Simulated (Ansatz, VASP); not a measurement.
# ZnO in VASP and in Ansatz

Contents of INCAR:

```
PREC = Accurate
ENCUT = 600
EDIFF = 1E-6
ISMEAR = -1
SIGMA = 0.05
LREAL = F
LASPH = T
NELM = 60
ALGO = Normal
ISIF = 3
LWAVE = F
LCHARG = F
GGA = PE
IBRION = 2
NSW = 60
EDIFFG = -0.005
```

The input KPOINTS:

```
regular mesh
0
Gamma
  15 15 15
```

The input POSCAR:

```
ZnO
1.0
    2.7144176166      0.0000000000      0.0000000000
    0.0000000000      2.7144176166      0.0000000000
    0.0000000000      0.0000000000      2.7144176166
Zn O
1 1
Direct
    0.0000000000      0.0000000000      0.0000000000
    0.5000000000      0.5000000000      0.5000000000
```

Input for Ansatz:

```yaml
crystal:
  lattice:
    - [2.7144176166, 0.0, 0.0]
    - [0.0, 2.7144176166, 0.0]
    - [0.0, 0.0, 2.7144176166]
  atoms:
    - { symbol: Zn, position: [0.0, 0.0, 0.0] }
    - { symbol: O, position: [0.5, 0.5, 0.5] }
kpoints:
  mp_grid: { grid: [15, 15, 15] }
scf:
  occupations: { method: fermi_dirac, width: 0.05 }
hamiltonian:
  xc: pbe
  pseudopotentials: { kind: paw }
output:
  forces: true
  stress: true
  write_density: true
  write_potential: true
  elf: true
  volumetric_format: npy
relax:
  f_tol: 0.005
  max_steps: 40
  cell: {}
```

Alike in both runs: task relaxation of cell and atoms; functional PBE; k mesh 15 × 15 × 15; occupations fermi-dirac, width 0.05 eV; no spin polarisation.

```csv
,VASP,Ansatz
version,VASP 6.6.1,Ansatz 0.2.0
potentials or method,"VASP PAW PBE potentials, release 64 (Zn, O)","PAW with Ansatz's default frozen-core files, scalar-relativistic"
plane-wave cutoff (eV),600,420
valence electrons in the cell,18,18
```

```csv
,VASP,Ansatz,Ansatz less VASP
relaxed volume (Å³/atom),9.74,9.71,-0.028
relaxed cell length with the largest relative difference (Å),2.691,2.688,-0.0026
```
